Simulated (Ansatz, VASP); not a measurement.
# One calculation of NaC3, two programs

```
Na C
1.0
     4.25395    0.00000    0.00000
    -2.12697    3.68403    0.00000
     0.00000    0.00000    3.33267
Na C
2 6
Cartesian
  0.0000 2.4560 1.6663
  2.1270 1.2280 1.6663
  -1.4180 2.4560 0.0000
  2.8360 0.0000 0.0000
  0.7090 1.2280 0.0000
  1.4180 2.4560 0.0000
  1.4180 0.0000 0.0000
  -0.7090 1.2280 0.0000
```

Alike in both runs: task single point; functional PBE; k mesh 6 × 6 × 6; occupations gaussian, width 0.1 eV; no spin polarisation.

```csv
,VASP,Ansatz
version,VASP 6.6.1,Ansatz 0.2.0
potentials or method,"VASP PAW PBE potentials, release 64 (Na_pv, C), cutoff 520 eV","scalar-relativistic, plane waves, PAW"
valence electrons in the cell,38,42
```

Ansatz gave:

```
gap on the k mesh at the Fermi level (eV) : none
rms of the force components (eV/Å)        : 0.479
```

Task: What did VASP give for the same quantities?

Result: gap on the k mesh at the Fermi level (eV): none; rms of the force components (eV/Å): 0.498.

Atom by atom the forces differ by 0.019 eV/Å (rms over components). A gap of «none» marks a metal or a gap that the smearing closes. With one functional, cell and mesh, what is left measures potentials, basis and numerics. VASP's potentials hold 38 valence electrons a cell and Ansatz's 42, so a difference there can come from the potentials and not from the codes.
